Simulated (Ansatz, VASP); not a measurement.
One calculation of Nb, two programs

The input INCAR:

```
SYSTEM = Nb
PREC = Accurate
ENCUT = 600
EDIFF = 1E-6
ISMEAR = 0
SIGMA = 0.1
LREAL = .False.
LASPH = .True.
NELM = 80
ALGO = Normal
ISIF = 3
LWAVE = .False.
LCHARG = .False.
IBRION = 2
NSW = 100
EDIFFG = -0.005
```

Contents of KPOINTS:

```
regular mesh
0
Gamma
  18 18 18
  0 0 0
```

Contents of POSCAR:

```
Nb
1.0
   -1.6267284758      1.6267284758      1.6267284758
    1.6267284758     -1.6267284758      1.6267284758
    1.6267284758      1.6267284758     -1.6267284758
Nb
1
Direct
    0.0000000000      0.0000000000      0.0000000000
```

Input for Ansatz:

```yaml
crystal:
  lattice:
    - [-1.6267284758, 1.6267284758, 1.6267284758]
    - [1.6267284758, -1.6267284758, 1.6267284758]
    - [1.6267284758, 1.6267284758, -1.6267284758]
  atoms:
    - { symbol: Nb, position: [0.0, 0.0, 0.0] }
basis:
  ecutwfc: 420
kpoints:
  mp_grid: { grid: [18, 18, 18] }
hamiltonian:
  xc: lda
scf:
  occupations: { method: gaussian, width: 0.1 }
output:
  forces: true
  stress: true
  eigenvalues: true
  write_density: true
  write_potential: true
  elf: true
  volumetric_format: npy
relax:
  adjacent_minimum: "off"
  f_tol: 0.005
  max_steps: 80
  cell: { stress_tol: 0.05 }
```

Alike in both runs: task relaxation of cell and atoms; functional LDA; k mesh 18 × 18 × 18; occupations gaussian, width 0.1 eV; no spin polarisation.

|  | VASP | Ansatz |
| --- | --- | --- |
| version | VASP 6.6.1 | Ansatz 0.2.0 |
| potentials or method | VASP PAW LDA potentials, release 64 (Nb_sv), cutoff 600 eV | scalar-relativistic, plane waves, PAW |
| valence electrons in the cell | 13 | 13 |

|  | VASP | Ansatz | Ansatz less VASP |
| --- | --- | --- | --- |
| gap on the k mesh at the Fermi level, each at its own relaxed structure (eV) | none | none | - |
| relaxed volume (Å³/atom) | 17.12 | 17.13 | +0.008 |
| relaxed cell length with the largest relative difference (Å) | 2.812 | 2.813 | +0.0005 |

LDA's correlation is that of Perdew and Zunger in VASP and of Perdew and Wang (1992) in Ansatz. A gap of «none» marks a metal or a gap that the smearing closes.
